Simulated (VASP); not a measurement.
Write the native input for VASP 6.6.1 that does the following.

```
Task                   : single point
Functional             : BLYP
Potentials or basis    : VASP PAW PBE potentials, release 64 (K_sv)
Cutoff                 : 520 eV
k mesh                 : 9 × 9 × 3
Occupations            : fermi-dirac, width 0.1 eV
Spin                   : no spin polarisation
Dipole correction      : no
Further INCAR settings : ALGO = Normal; EDIFF = 1e-07; NBANDS = 26
```

The structure of K lies in POSCAR:

```
K
1.0
    4.6923634333      0.0000000000      0.0000000000
   -2.3461817166      4.0637059370      0.0000000000
    0.0000000000      0.0000000000     15.2811395426
K
4
Direct
    0.0000000000      1.0000000000      0.0000000000
    1.0000000000      1.0000000000      0.5000000000
    0.3333333333      0.6666666667      0.2500000000
    0.6666666667      0.3333333333      0.7500000000
```

This isn't the form of K at room conditions, which is bcc.

The input as run:

INCAR

```
PREC = Accurate
ENCUT = 520
EDIFF = 1E-7
ISMEAR = -1
SIGMA = 0.1
LREAL = False
LASPH = True
NELM = 100
ALGO = Normal
ISIF = 2
LWAVE = False
LCHARG = False
GGA = B5
ALDAX = 1.0
AGGAX = 1.0
AGGAC = 1.0
ALDAC = 0.0
NBANDS = 26
```

KPOINTS

```
Automatic mesh
0
Gamma
  9 9 3
```

Potentials or basis: VASP PAW PBE potentials, release 64 (K_sv).

Launch:

```console
$ cat potpaw_PBE.64/K_sv/POTCAR > POTCAR
$ mpirun -np 1 vasp_std > vasp.out
```

It gave:

```yaml
Pressure: 0.1 GPa
Band_gap_on_the_k_mesh: zero (bands 18 and 19 overlap by 2.36 eV)
```

Caveat: the PAW data sets were made with another functional, which shifts forces and pressure a little.

Wall time 100 s on 1 thread of Intel(R) Xeon(R) 6975P-C (Granite Rapids), on a shared host, peak memory 0.43 GiB.
